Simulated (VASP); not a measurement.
A run of VASP 6.6.1 is set up as follows.

File INCAR:

```
  PREC = Accurate
  ENCUT = 500
  EDIFF = 1E-6
  ISMEAR = 0
  SIGMA = 0.01
  LREAL = False
  LASPH = True
  NELM = 120
  ALGO = Normal
  ISIF = 2
  LWAVE = False
  LCHARG = False
  GGA = PS
  NBANDS = 11
  GGA_COMPAT = False
```

The input KPOINTS:

```
regular mesh
0
Gamma
  6 6 6
```

File POSCAR:

```
NaH
1.0
    0.0000000000      2.3975116422      2.3975116422
    2.3975116422      0.0000000000      2.3975116422
    2.3975116422      2.3975116422      0.0000000000
Na H
1 1
Direct
    0.0000000000      0.0000000000      0.0000000000
    0.5000000000      0.5000000000      0.5000000000
```

Potentials or basis: VASP PAW PBE potentials, release 64 (Na_pv, H).

Run with:

```bash
$ cat potpaw_PBE.64/Na_pv/POTCAR potpaw_PBE.64/H/POTCAR > POTCAR
$ mpirun -np 1 vasp_std > vasp.out
```

(1) What does it give for the band gap on the k mesh?

(2) Predict the pressure.

## Answers

(1) 3.65 eV, indirect (least direct gap 4.51 eV).

(2) -0.1 GPa.

Caveat: the PAW data sets were made with another functional, which shifts forces and pressure a little.
